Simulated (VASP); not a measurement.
# TaH5 (F-43m) in VASP: further runs

Runs on TaH5. Level: PBE. Tasks: single point, relaxation of cell and atoms.

All numbers are computed with VASP 6.6.1; they aren't measurements. Logs are shortened: lines on timing, memory, paths and dates and some standing lists are left out, and cuts for length are marked.

### Step 1. The cell of the first run

Symmetry: F-43m, No. 216, cubic system. The conventional cell has a = 4.972 Å, b = 4.972 Å, c = 4.972 Å, α = 90.00°, β = 90.00°, γ = 90.00°. Within 2.7 Å of Ta (site symmetry -43m) lie 16 H at 2.06 to 2.15 Å. Within 2.7 Å of H (site symmetry -43m) lie 12 H at 2.06 Å and 4 Ta at 2.15 Å. Within 2.3 Å of H (site symmetry 3m) lie 9 H at 1.76 to 2.06 Å and 3 Ta at 2.06 Å.

The cell was built from a structure type or drawn by symmetry, and may not be a known phase.

### Step 2. Single point, PBE

INCAR reads:

```
  ALGO = Normal
  EDIFF = 1E-7
  ENCUT = 520
  GGA = PE
  ISIF = 2
  ISMEAR = 0
  LASPH = True
  LCHARG = False
  LREAL = False
  LWAVE = False
  NBANDS = 17
  NELM = 60
  PREC = Accurate
  SIGMA = 0.1
```

KPOINTS reads:

```
k-points
0
Gamma
  6 6 6
```

POSCAR reads:

```
TaH5
1.0
    0.0000000000      2.4858384538      2.4858384538
    2.4858384538      0.0000000000      2.4858384538
    2.4858384538      2.4858384538      0.0000000000
Ta H
1 5
Direct
    0.0000000000      0.0000000000      0.0000000000
    0.7500000000      0.7500000000      0.7500000000
    0.3748396263      0.3748396263      0.8754811212
    0.3748396263      0.8754811212      0.3748396263
    0.8754811212      0.3748396263      0.3748396263
    0.3748396263      0.3748396263      0.3748396263
```

Potentials or basis: VASP PAW PBE potentials, release 64 (Ta_pv, H).

Run with:

```
> cat potpaw_PBE.64/Ta_pv/POTCAR potpaw_PBE.64/H/POTCAR > POTCAR
> mpirun -np 1 vasp_std > vasp.out
```

OUTCAR:

```text
EDIFF = 1E-7
   ENCUT = 520
   GGA = PE
   ISIF = 2
   ISMEAR = 0
   LASPH = True
   LREAL = False
   NELM = 60
   PREC = Accurate

 ion  position               nearest neighbor table
   1  0.000  0.000  0.000-   4 2.06   5 2.06   3 2.06   5 2.06   3 2.06   4 2.06   6 2.06   6 2.06
                             6 2.06   3 2.06   4 2.06   5 2.06   2 2.15   2 2.15   2 2.15   2 2.15
   2  0.750  0.750  0.750-   1 2.15   1 2.15   1 2.15   1 2.15
   3  0.375  0.375  0.875-   1 2.06   1 2.06   1 2.06
   4  0.375  0.875  0.375-   1 2.06   1 2.06   1 2.06
   5  0.875  0.375  0.375-   1 2.06   1 2.06   1 2.06
   6  0.375  0.375  0.375-   1 2.06   1 2.06   1 2.06

  LATTYP: Found a face centered cubic cell.
 ALAT       =     4.9716769076

  Lattice vectors:

 A1 = (   0.0000000000,   2.4858384538,   2.4858384538)
 A2 = (   2.4858384538,   0.0000000000,   2.4858384538)
 A3 = (   2.4858384538,   2.4858384538,   0.0000000000)

Analysis of symmetry for initial positions (statically):
=====================================================================
 Subroutine PRICEL returns:
 Original cell was already a primitive cell.

 Routine SETGRP: Setting up the symmetry group for a
 face centered cubic supercell.

 Subroutine GETGRP returns: Found 24 space group operations
 (whereof 24 operations were pure point group operations)
 out of a pool of 48 trial point group operations.

The static configuration has the point symmetry T_d .

Analysis of symmetry for dynamics (positions and initial velocities):
=====================================================================
 Subroutine PRICEL returns:
 Original cell was already a primitive cell.

 Routine SETGRP: Setting up the symmetry group for a
 face centered cubic supercell.

 Subroutine GETGRP returns: Found 24 space group operations
 (whereof 24 operations were pure point group operations)
 out of a pool of 48 trial point group operations.

The dynamic configuration has the point symmetry T_d .

 Subroutine INISYM returns: Found 24 space group operations
 (whereof 24 operations are pure point group operations),
 and found     1 'primitive' translations

----------------------------------------------------------------------------------------

[... 92 lines left out ...]
   LREAL  =      F    real-space projection
   EDIFFG = 0.1E-05   stopping-criterion for IOM
   NSW    =      0    number of steps for IOM
   IBRION =     -1    ionic relax: 0-MD 1-quasi-New 2-CG
   NFREE  =      0    steps in history (QN), initial steepest desc. (CG)
   ISIF   =      2    stress and relaxation
   ISYM   =      2    0-nonsym 1-usesym 2-fastsym
   POTIM  = 0.5000    time-step for ionic-motion
   TEBEG  =    0.0;   TEEND  =   0.0 temperature during run
   PSTRESS=    0.0 pullay stress
   NELECT =      16.0000    total number of electrons
   NUPDOWN=      -1.0000    fix difference up-down
   EMIN   =  10.00;   EMAX   =-10.00  energy-range for DOS
   EFERMI =   0.00;   METHOD = LEGACY
   ISMEAR =     0;   SIGMA  =   0.10  broadening in eV -4-tet -1-fermi 0-gaus
   EFERMI_NEDOS =   21; number of points for ismear=-14 and -15
   IALGO  =     38    algorithm
   IMIX   =      4    mixing-type and parameters
     AMIX     =   0.40;   BMIX     =  1.00
     AMIX_MAG =   1.60;   BMIX_MAG =  1.00
  volume/ion in A,a.u.               =       5.12        34.55
  Fermi-wavevector in a.u.,A,eV,Ry     =   1.317140  2.489034 23.604172  1.734858
  Thomas-Fermi vector in A             =   2.447202
   LORBIT       =      0    0 simple, 1 ext, 2 COOP (PROOUT), +10 PAW based schemes
   GGA     = PE    functional components
   LHFCALC =     F    Hartree Fock is set to
   AEXX    =    0.0000 exact exchange contribution
   IVDW    =     0    specifies the selected vdW correction
   LEPSILON=     F    determine dielectric tensor
   LRPA    =     F    only Hartree local field effects (RPA)
 non-spin polarized calculation
 Gauss-broadening in eV      SIGMA  =   0.10
  energy-cutoff  :      520.00
  volume of cell :       30.72
 maximum number of plane-waves:       869
 NGX is ok and might be reduce to    28
   NGX = 13   NGY = 13   NGZ = 13

 number of electron      16.0000001 magnetization

 Free energy of the ion-electron system (eV)
  ---------------------------------------------------
  ext. energy  EPLUGINS =         0.00000000
  ---------------------------------------------------
  free energy    TOTEN  =       -26.30358266 eV

  energy without entropy =      -26.30063184  energy(sigma->0) =      -26.30210725

 E-fermi :   5.3826     XC(G=0): -12.1395

 val. band max:        5.3528763104   @ k =  -0.1667   0.1667   0.0000
 cond. band min:       5.5345764927   @ k =   0.0000   0.0000   0.0000
 fundamental gap:      0.1817001823
 Fermi energy:         5.3826163987

 k-point     1 :       0.0000    0.0000    0.0000
  band No.  band energies     occupation
      1     -30.1084      2.00000
      2     -30.1084      2.00000
      3     -30.1084      2.00000
      4      -8.3305      2.00000
      5       2.3505      2.00000
      6       2.3505      2.00000
[... 297 lines left out ...]
      4      -3.1983      2.00000
      5      -2.4803      2.00000
      6      -1.3437      2.00000
[... 9 lines left out ...]
     16      18.1541      0.00000
     17      18.2416      0.00000

------------------------ aborting loop because EDIFF is reached ----------------------------------------

  FORCE on cell =-STRESS in cart. coord.  units (eV):
  Direction    XX          YY          ZZ          XY          YZ          ZX
  --------------------------------------------------------------------------------------
  -------------------------------------------------------------------------------------
  Total       -0.0222918     -0.0222918     -0.0222918      0.0000000     -0.0000000     -0.0000000
  in kB       -1.1625370     -1.1625370     -1.1625370      0.0000000     -0.0000000     -0.0000000
  external PRESSURE =      -1.1625370 kB  Pullay stress =       0.0000000 kB

 VOLUME and BASIS-vectors are now :
 -----------------------------------------------------------------------------
  energy-cutoff  :      520.00
  volume of cell :       30.72
      direct lattice vectors                 reciprocal lattice vectors
     0.000000000  2.485838454  2.485838454    -0.201139378  0.201139378  0.201139378
     2.485838454  0.000000000  2.485838454     0.201139378 -0.201139378  0.201139378
     2.485838454  2.485838454  0.000000000     0.201139378  0.201139378 -0.201139378

 POSITION                                       TOTAL-FORCE (eV/Angst)
 -----------------------------------------------------------------------------------
      0.00000      0.00000      0.00000        -0.000000     -0.000000     -0.000000
      3.72876      3.72876      3.72876        -0.000000     -0.000000     -0.000000
      3.10810      3.10810      1.86358        -0.002311     -0.002311      0.002311
      3.10810      1.86358      3.10810        -0.002311      0.002311     -0.002311
      1.86358      3.10810      3.10810         0.002311     -0.002311     -0.002311
      1.86358      1.86358      1.86358         0.002311      0.002311      0.002311
 -----------------------------------------------------------------------------------
    total drift:                                0.000000      0.000000      0.000000

  FREE ENERGIE OF THE ION-ELECTRON SYSTEM (eV)
  ---------------------------------------------------
  free  energy   TOTEN  =       -26.3035826629 eV

  energy  without entropy=      -26.3006318422  energy(sigma->0) =      -26.30210725
```

stdout:

```text
POSCAR found type information on POSCAR TaH
 POSCAR found :  2 types and       6 ions
 scaLAPACK will be used
 LDA part: xc-table for (Slater+PW92), standard interpolation
 POSCAR, INCAR and KPOINTS ok, starting setup
 FFT: planning ... GRIDC
 FFT: planning ... GRID_SOFT
 FFT: planning ... GRID
 WAVECAR not read
 entering main loop
```

It took 20 s on 1 thread of Intel Xeon 8259CL, shared host; peak memory 0.16 GiB.

Results:

- Free energy: -26.3036 eV
- Pressure: -0.1 GPa
- Largest force: 0.004 eV/Å
- Band gap on the k mesh: zero (bands 8 and 9 overlap by 0.59 eV)

Forces in eV/Å, atoms in the order of the input:
```
Ta   0.000  0.000  0.000
H    0.000  0.000  0.000
H   -0.002 -0.002  0.002
H   -0.002  0.002 -0.002
H    0.002 -0.002 -0.002
H    0.002  0.002  0.002
```

Levels at points of the mesh, in eV from the Fermi level:
```csv
k point,band 5,band 6,band 7,band 8,band 9,band 10,band 11,band 12
"(0.00, 0.00, 0.00)",-3.03,-3.03,-3.03,-1.07,0.15,0.15,3.31,3.31
"(0.50, 0.00, 0.00)",-8.72,-3.85,-3.85,-0.91,1.58,1.58,2.90,5.47
"(0.50, 0.50, 0.00)",-7.83,-6.62,-1.10,-1.10,1.59,2.15,2.15,3.10
```

Caveat: the k points lie up to 0.36 Å⁻¹ apart, too coarse for converged energies and pressures of a metal; spin-orbit coupling is left out, which moves the levels of the heavy elements.

### Step 3. Single point, PBE

This run uses another cell than the first one, of 9.28 Å³/atom.

INCAR reads:

```
  PREC = Accurate
  ENCUT = 520
  EDIFF = 1E-6
  ISMEAR = 0
  SIGMA = 0.1
  LREAL = False
  LASPH = True
  NELM = 60
  ALGO = Normal
  ISIF = 2
  LWAVE = False
  LCHARG = False
  GGA = PE
  NBANDS = 17
```

KPOINTS reads:

```
Automatic mesh
0
Gamma
  6 6 6
```

POSCAR reads:

```
TaH5
1.0
    0.0000000000      3.0312118400      3.0312118400
    3.0312118400      0.0000000000      3.0312118400
    3.0312118400      3.0312118400      0.0000000000
Ta H
1 5
Direct
    0.0000000000      0.0000000000      0.0000000000
    0.7500000000      0.7500000000      0.7500000000
    0.3750000000      0.3750000000      0.8750000000
    0.3750000000      0.8750000000      0.3750000000
    0.8750000000      0.3750000000      0.3750000000
    0.3750000000      0.3750000000      0.3750000000
```

Potentials or basis: VASP PAW PBE potentials, release 64 (Ta_pv, H).

Run with:

```
> cat potpaw_PBE.64/Ta_pv/POTCAR potpaw_PBE.64/H/POTCAR > POTCAR
> mpirun -np 1 vasp_std > vasp.out
```

Run time: 23 s. Hardware: 1 thread of Intel Xeon 8259CL, shared host; peak memory 0.18 GiB.

The run converged. Its results:

```yaml
Free_energy: -22.0320 eV
Pressure: -33.9 GPa
Band_gap_on_the_k_mesh: zero (bands 8 and 9 overlap by 0.12 eV)
```

Levels at points of the mesh, in eV from the Fermi level:
| k point | band 5 | band 6 | band 7 | band 8 | band 9 | band 10 | band 11 | band 12 |
| --- | --- | --- | --- | --- | --- | --- | --- | --- |
| (0.00, 0.00, 0.00) | -1.51 | -1.51 | -1.51 | -0.37 | 0.07 | 0.07 | 2.19 | 2.19 |
| (0.50, 0.00, 0.00) | -5.52 | -1.99 | -1.99 | -0.36 | 0.61 | 0.61 | 1.12 | 3.17 |
| (0.50, 0.50, 0.00) | -4.97 | -3.67 | -0.72 | -0.72 | 0.59 | 0.67 | 0.85 | 0.85 |

Caveat: the cell stands under tension; spin-orbit coupling is left out, which moves the levels of the heavy elements.

(Part 1 of 3 ends here.)
